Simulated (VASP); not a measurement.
**BaTiO3: single point with PBE**

The system is BaTiO3.

```
Ba Ti O
1.0
     4.01925    0.00000    0.00000
     0.00000    4.01925    0.00000
     0.00000    0.00000    4.01925
Ba Ti O
1 1 3
Direct
  0.52199 0.47801 0.50000
  0.00000 0.00000 0.00000
  0.50000 0.00000 0.00000
  0.00000 0.50000 0.00000
  0.00000 0.00000 0.50000
```

This cell differs from its parent crystal: all Ba atoms moved +0.125 Å, as atom 1 along Cartesian [1 -1 0].

```
Program                : VASP 6.6.1
Task                   : single point
Functional             : PBE
Potentials or basis    : VASP PAW PBE potentials, release 64 (Ba_sv, Ti_sv, O)
Cutoff                 : 520 eV
k mesh                 : 8 × 8 × 8
Occupations            : gaussian, width 0.05 eV
Spin                   : no spin polarisation
Dipole correction      : no
Further INCAR settings : ALGO = Normal; EDIFF = 1e-06; NBANDS = 28
```

The pressure is 2.2 GPa and the largest force is 0.807 eV/Å. The band gap on the k mesh is 1.71 eV, indirect (least direct gap 1.87 eV).

Forces in eV/Å, atoms in the order of the input:
```
Ba  -0.570  0.570  0.000
Ti   0.297 -0.297  0.000
O    0.107 -0.079  0.000
O    0.079 -0.107  0.000
O    0.088 -0.088  0.000
```

Stress tensor (GPa, compression positive):
```
 2.16 -0.46  0.00
-0.46  2.16  0.00
 0.00  0.00  2.26
```

Levels at points of the mesh, in eV from the valence-band top:
```tsv
k point	band 18	band 19	band 20	band 21	band 22	band 23
(0.00, 0.00, 0.00)	-0.17	-0.16	-0.15	1.71	1.73	1.73
(0.50, 0.00, 0.00)	-1.69	-0.71	-0.71	1.87	3.42	3.42
(0.00, 0.00, 0.50)	-1.65	-0.71	-0.70	1.87	3.41	3.42
(0.50, 0.50, 0.00)	-0.89	-0.86	-0.07	3.43	3.43	3.84
(0.00, 0.50, 0.50)	-0.87	-0.86	-0.09	3.43	3.43	3.84
(0.50, 0.50, 0.50)	-0.02	0.00	0.00	4.07	4.08	4.08
```

Run time: 3.3 min on 1 thread of Intel(R) Xeon(R) Platinum 8175M CPU @ 2.50GHz (Skylake/Cascade Lake) (shared host), peak memory 0.31 GiB.

Caveat: the cell differs from its parent crystal (all Ba atoms moved +0.125 Å, as atom 1 along Cartesian [1 -1 0]); spin-orbit coupling is left out, which moves the levels of the heavy elements. A k mesh can miss the band edges.
